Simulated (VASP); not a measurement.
# Rb (Fm-3m) in VASP: settings compared, part 2 of 2

VASP 6.6.1.

### Step 3. Relaxation of cell and atoms, LDA

INCAR

```
PREC     = Accurate       # precision mode
ENCUT    = 600            # plane-wave cutoff, eV
EDIFF    = 1E-6           # SCF threshold, eV
ISMEAR   = -1             # smearing method
SIGMA    = 0.15           # smearing width, eV
LREAL    = F              # projectors in reciprocal space
LASPH    = T              # aspherical terms in the spheres
NELM     = 100            # most SCF steps
ALGO     = Normal         # electronic algorithm
ISIF     = 3              # what is computed and relaxed
LWAVE    = F              # write WAVECAR
LCHARG   = F              # write CHGCAR
GGA      = CA             # functional
IBRION   = 2              # ionic algorithm
NSW      = 80             # ionic steps
EDIFFG   = -0.05          # ionic threshold
```

KPOINTS

```
regular mesh
0
Gamma
  7 7 7
```

POSCAR

```
Rb
1.0
    0.0000000000      3.6398850000      3.6398850000
    3.6398850000      0.0000000000      3.6398850000
    3.6398850000      3.6398850000      0.0000000000
Rb
1
Direct
    0.0000000000      0.0000000000      0.0000000000
```

Potentials or basis: VASP PAW LDA potentials, release 64 (Rb_sv).

Run with:

```bash
> cat potpaw_LDA.64/Rb_sv/POTCAR > POTCAR
> mpirun -np 1 vasp_std > vasp.out
```

OUTCAR:

```text
PREC = Accurate
   ENCUT = 600
   EDIFF = 1E-6
   ISMEAR = -1
   LREAL = F
   LASPH = T
   NELM = 100
   ISIF = 3
   GGA = CA
   IBRION = 2
   NSW = 80
   EDIFFG = -0.05

 ion  position               nearest neighbor table
   1  0.000  0.000  0.000-

  LATTYP: Found a face centered cubic cell.
 ALAT       =     7.2797700000

  Lattice vectors:

 A1 = (   0.0000000000,   3.6398850000,   3.6398850000)
 A2 = (   3.6398850000,   0.0000000000,   3.6398850000)
 A3 = (   3.6398850000,   3.6398850000,   0.0000000000)

Analysis of symmetry for initial positions (statically):
=====================================================================
 Subroutine PRICEL returns:
 Original cell was already a primitive cell.

 Routine SETGRP: Setting up the symmetry group for a
 face centered cubic supercell.

 Subroutine GETGRP returns: Found 48 space group operations
 (whereof 48 operations were pure point group operations)
 out of a pool of 48 trial point group operations.

The static configuration has the point symmetry O_h .

Analysis of symmetry for dynamics (positions and initial velocities):
=====================================================================
 Subroutine PRICEL returns:
 Original cell was already a primitive cell.

 Routine SETGRP: Setting up the symmetry group for a
 face centered cubic supercell.

 Subroutine GETGRP returns: Found 48 space group operations
 (whereof 48 operations were pure point group operations)
 out of a pool of 48 trial point group operations.

The dynamic configuration has the point symmetry O_h .

 Subroutine INISYM returns: Found 48 space group operations
 (whereof 48 operations are pure point group operations),
 and found     1 'primitive' translations

----------------------------------------------------------------------------------------

                                     Primitive cell

  volume of cell :      96.4479

  direct lattice vectors                    reciprocal lattice vectors
[... 107 lines left out ...]
   AEXX    =    0.0000 exact exchange contribution
   IVDW    =     0    specifies the selected vdW correction
   LEPSILON=     F    determine dielectric tensor
   LRPA    =     F    only Hartree local field effects (RPA)
 conjugate gradient relaxation of ions
 non-spin polarized calculation
  energy-cutoff  :      600.00
  volume of cell :       96.45
 maximum number of plane-waves:      3242
 NGX is ok and might be reduce to    42
   NGX = 21   NGY = 21   NGZ = 21

--------------------------------------- Ionic step        1  -------------------------------------------

 number of electron       9.0000000 magnetization

 Free energy of the ion-electron system (eV)
  ---------------------------------------------------
  ext. energy  EPLUGINS =         0.00000000
  ---------------------------------------------------
  free energy    TOTEN  =        -1.06164850 eV

  energy without entropy =       -0.99771695  energy(sigma->0) =       -1.02968272

------------------------ aborting loop because EDIFF is reached ----------------------------------------

  FORCE on cell =-STRESS in cart. coord.  units (eV):
  Direction    XX          YY          ZZ          XY          YZ          ZX
  --------------------------------------------------------------------------------------
  -------------------------------------------------------------------------------------
  Total       -0.2969409     -0.2969409     -0.2969409     -0.0000000     -0.0000000     -0.0000000
  in kB       -4.9327331     -4.9327331     -4.9327331     -0.0000000     -0.0000000     -0.0000000
  external PRESSURE =      -4.9327331 kB  Pullay stress =       0.0000000 kB
[... 57 lines left out ...]
--------------------------------------- Ionic step        3  -------------------------------------------

 number of electron       9.0000000 magnetization

 E-fermi :  -0.0138     XC(G=0):  -5.9044

 val. band max:       -0.1688014756   @ k =   0.4286   0.2857   0.0000
 cond. band min:       0.1574958427   @ k =  -0.2857   0.2857   0.0000
 fundamental gap:      0.3262973183
 Fermi energy:        -0.0138290560

 k-point     1 :       0.0000    0.0000    0.0000
  band No.  band energies     occupation
      1     -28.7550      2.00000
      2     -12.8466      2.00000
      3     -12.8466      2.00000
      4     -12.8466      2.00000
      5      -2.1155      2.00000
      6       3.5731      0.00000
      7       3.5731      0.00000
      8       3.5731      0.00000
[... 276 lines left out ...]
--------------------------------------- Ionic step        5  -------------------------------------------

 number of electron       9.0000000 magnetization

 Free energy of the ion-electron system (eV)
  ---------------------------------------------------
  ext. energy  EPLUGINS =         0.00000000
  ---------------------------------------------------
  free energy    TOTEN  =        -1.09589813 eV

  energy without entropy =       -1.03758395  energy(sigma->0) =       -1.06674104

 E-fermi :   0.1319     XC(G=0):  -6.0655

 val. band max:       -0.0272818305   @ k =   0.4286   0.2857   0.0000
 cond. band min:       0.3151403113   @ k =  -0.2857   0.2857   0.0000
 fundamental gap:      0.3424221419
 Fermi energy:         0.1318964914

 k-point     1 :       0.0000    0.0000    0.0000
  band No.  band energies     occupation
      1     -28.5851      2.00000
      2     -12.6673      2.00000
      3     -12.6673      2.00000
      4     -12.6673      2.00000
      5      -2.0554      2.00000
      6       3.7650      0.00000
      7       3.7650      0.00000
      8       3.7650      0.00000
[... 235 lines left out ...]
  FREE ENERGIE OF THE ION-ELECTRON SYSTEM (eV)
  ---------------------------------------------------
  free  energy   TOTEN  =        -1.0958981282 eV

  energy  without entropy=       -1.0375839454  energy(sigma->0) =       -1.06674104

 reached required accuracy - stopping structural energy minimisation
```

OSZICAR:

```text
N       E                     dE             d eps       ncg     rms          rms(c)
DAV:   1     0.474320174973E+02    0.47432E+02   -0.35984E+03   320   0.912E+02
DAV:   2     0.198265571003E+01   -0.45449E+02   -0.44860E+02   352   0.139E+02
DAV:   3    -0.943691508534E+00   -0.29263E+01   -0.29225E+01   416   0.413E+01
[... 44 lines left out ...]
DAV:   4    -0.108970775611E+01   -0.26989E-02   -0.34238E-02   320   0.183E+00    0.369E-01
DAV:   5    -0.109571126435E+01   -0.60035E-02   -0.10151E-02   520   0.119E+00    0.219E-01
DAV:   6    -0.109580484803E+01   -0.93584E-04   -0.24641E-04   368   0.126E-01    0.814E-02
DAV:   7    -0.109589779450E+01   -0.92946E-04   -0.45225E-04   360   0.216E-01    0.355E-03
DAV:   8    -0.109589812816E+01   -0.33367E-06   -0.30735E-06   352   0.110E-02
   5 F= -.10958981E+01 E0= -.10667410E+01  d E =-.342496E-01
```

It took 2 min on 1 thread of Intel Xeon 8259CL, shared host; peak memory 0.21 GiB.

What came out:

```
Free energy                            : -1.0959 eV
Relaxed volume                         : 78.52 Å³/atom
Relaxed cell                           : a = 4.807 Å, b = 4.807 Å, c = 4.807 Å, α = 60.00°, β = 60.00°, γ = 60.00°
Space group after relaxing (to 0.05 Å) : Fm-3m (No. 225)
Energy gained by relaxing              : 34.2 meV/atom
Ionic steps                            : 5
Pressure after relaxing                : 0.0 GPa
```

Step by step:
| step | energy change (eV) | largest force (eV/Å) | pressure (GPa) | volume (Å³) |
| --- | --- | --- | --- | --- |
| 1 | 0.0000 | 0.0000 | -0.49 | 96.45 |
| 2 | -0.0118 | 0.0000 | -0.43 | 92.36 |
| 3 | -0.0305 | 0.0000 | -0.21 | 83.35 |
| 4 | -0.0143 | 0.0000 | 0.67 | 67.11 |
| 5 | -0.0342 | 0.0000 | -0.03 | 78.52 |

Final structure:
```yaml
crystal:
  lattice:
    - [0.00000, 3.39876, 3.39876]
    - [3.39876, 0.00000, 3.39876]
    - [3.39876, 3.39876, 0.00000]
  atoms:
    - { symbol: Rb, position: [0.00000, 0.00000, 0.00000] }
```

Caveat: the volume moved by over 15 % at a fixed basis, so the end points are rough.

### Step 4. Relaxation of cell and atoms, PBEsol+D3(BJ)

INCAR

```
SYSTEM = Rb
  ALGO = Normal
  EDIFF = 1E-6
  EDIFFG = -0.05
  ENCUT = 600
  GGA = PS
  IBRION = 2
  ISIF = 3
  ISMEAR = -1
  IVDW = 12
  LASPH = .TRUE.
  LCHARG = .FALSE.
  LREAL = .FALSE.
  LWAVE = .FALSE.
  NELM = 80
  NSW = 80
  PREC = Accurate
  SIGMA = 0.15
```

KPOINTS

```
k-points
0
G
  7 7 7
  0 0 0
```

POSCAR is that of step 3.

Potentials or basis: VASP PAW PBE potentials, release 64 (Rb_sv).

Run with:

```bash
> cat potpaw_PBE.64/Rb_sv/POTCAR > POTCAR
> mpirun -np 1 vasp_std > vasp.out
```

It took 2.3 min on 1 thread of Intel Xeon 8259CL, shared host; peak memory 0.27 GiB.

The run converged. Its results:

- Free energy: -1.1923 eV
- Relaxed volume: 80.27 Å³/atom
- Relaxed cell: a = 4.842 Å, b = 4.842 Å, c = 4.842 Å, α = 60.00°, β = 60.00°, γ = 60.00°
- Space group after relaxing (to 0.05 Å): Fm-3m (No. 225)
- Energy gained by relaxing: 25.9 meV/atom
- Ionic steps: 5
- Pressure after relaxing: 0.0 GPa
- Dispersion energy per atom: -0.137 eV

Step by step:
| step | energy change (eV) | largest force (eV/Å) | pressure (GPa) | volume (Å³) |
| --- | --- | --- | --- | --- |
| 1 | 0.0000 | 0.0000 | -0.43 | 96.45 |
| 2 | -0.0088 | 0.0000 | -0.37 | 92.92 |
| 3 | -0.0222 | 0.0000 | -0.20 | 85.56 |
| 4 | -0.0172 | 0.0000 | 0.39 | 72.02 |
| 5 | -0.0259 | 0.0000 | -0.02 | 80.27 |

Final structure:
```xyz
1
Lattice="0.0000 3.4237 3.4237 3.4237 0.0000 3.4237 3.4237 3.4237 0.0000" Properties=species:S:1:pos:R:3 pbc="T T T"
Rb    0.0000    0.0000    0.0000
```

Levels at points of the mesh, in eV from the Fermi level:
```tsv
k point	band 2	band 3	band 4	band 5	band 6	band 7	band 8
(0.00, 0.00, 0.00)	-12.82	-12.82	-12.82	-2.15	3.70	3.70	3.70
```

Caveat: the volume moved by over 15 % at a fixed basis, so the end points are rough; the PAW data sets were made with another functional, which shifts forces and pressure a little; pairwise dispersion overbinds metals, which lowers pressure and volume.

### Step 5. The runs side by side

```tsv
level	potentials or basis	gap on the mesh (eV)	pressure (GPa)	relaxed volume (Å³/atom)
BLYP+D3(BJ)	VASP PAW PBE potentials, release 64 (Rb_sv)	none	-0.1	83.19
LDA	VASP PAW LDA potentials, release 64 (Rb_sv)	none	0.0	78.52
PBEsol+D3(BJ)	VASP PAW PBE potentials, release 64 (Rb_sv)	none	0.0	80.27
```

Alike in all rows: task relaxation of cell and atoms; no spin polarisation; cell relaxed; k mesh 7 × 7 × 7; cutoff (eV) 600; smearing fermi-dirac 0.15 eV.

Caveats: the PAW data sets were made with another functional, which shifts forces and pressure a little (some runs); pairwise dispersion overbinds metals, which lowers pressure and volume (some runs); the volume moved by over 15 % at a fixed basis, so the end points are rough (some runs).

Absolute energies hang on the potentials; compare differences alone.
